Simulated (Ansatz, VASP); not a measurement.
# One calculation of Hg, two programs

Contents of INCAR:

```
SYSTEM = Hg
PREC     = Accurate       ! precision mode
ENCUT    = 520            ! plane-wave cutoff, eV
EDIFF    = 1E-7           ! SCF threshold, eV
ISMEAR   = 0              ! smearing method
SIGMA    = 0.15           ! smearing width, eV
LREAL    = .False.        ! projectors in reciprocal space
LASPH    = .True.         ! aspherical terms in the spheres
NELM     = 100            ! most SCF steps
ALGO     = Fast           ! electronic algorithm
ISIF     = 2              ! what is computed and relaxed
LWAVE    = .False.        ! write WAVECAR
LCHARG   = .False.        ! write CHGCAR
NBANDS   = 12             ! bands
```

KPOINTS

```
Automatic mesh
0
Gamma
  18 18 18
  0 0 0
```

POSCAR

```
Hg
1.0
    1.7300004553      0.9988162286      2.2340000000
   -1.7300004553      0.9988162286      2.2340000000
    0.0000000000     -1.9976324571      2.2340000000
Hg
1
Direct
    0.0000000000      0.0000000000      0.0000000000
```

Input for Ansatz:

```yaml
crystal:
  lattice:
    - [1.7300004553, 0.9988162286, 2.234]
    - [-1.7300004553, 0.9988162286, 2.234]
    - [0.0, -1.9976324571, 2.234]
  atoms:
    - { symbol: Hg, position: [0.0, 0.0, 0.0] }
basis:
  ecutwfc: 420
kpoints:
  mp_grid: { grid: [18, 18, 18] }
hamiltonian:
  xc: lda
scf:
  occupations: { method: gaussian, width: 0.15 }
output:
  forces: true
  stress: true
  eigenvalues: true
```

Alike in both runs: task single point; functional LDA; k mesh 18 × 18 × 18; occupations gaussian, width 0.15 eV; no spin polarisation.

|  | VASP | Ansatz |
| --- | --- | --- |
| version | VASP 6.6.1 | Ansatz 0.2.0 |
| potentials or method | VASP PAW LDA potentials, release 64 (Hg), cutoff 520 eV | scalar-relativistic, plane waves, PAW |
| valence electrons in the cell | 12 | 20 |

Ansatz gave:

| Quantity | Value |
| --- | --- |
| gap on the k mesh at the Fermi level (eV) | none |
| pressure (GPa) | -1.7 |
| traceless stress, the component that is largest in VASP (GPa) | -0.98 |

Task: Estimate VASP's values.

Result: gap on the k mesh at the Fermi level (eV): none; pressure (GPa): -1.1; traceless stress, the component that is largest in VASP (GPa): -0.69.

LDA's correlation is that of Perdew and Zunger in VASP and of Perdew and Wang (1992) in Ansatz. A gap of «none» marks a metal or a gap that the smearing closes. VASP's potentials hold 12 valence electrons a cell and Ansatz's 20, so a difference there can come from the potentials and not from the codes.

Spin-orbit coupling is off throughout.
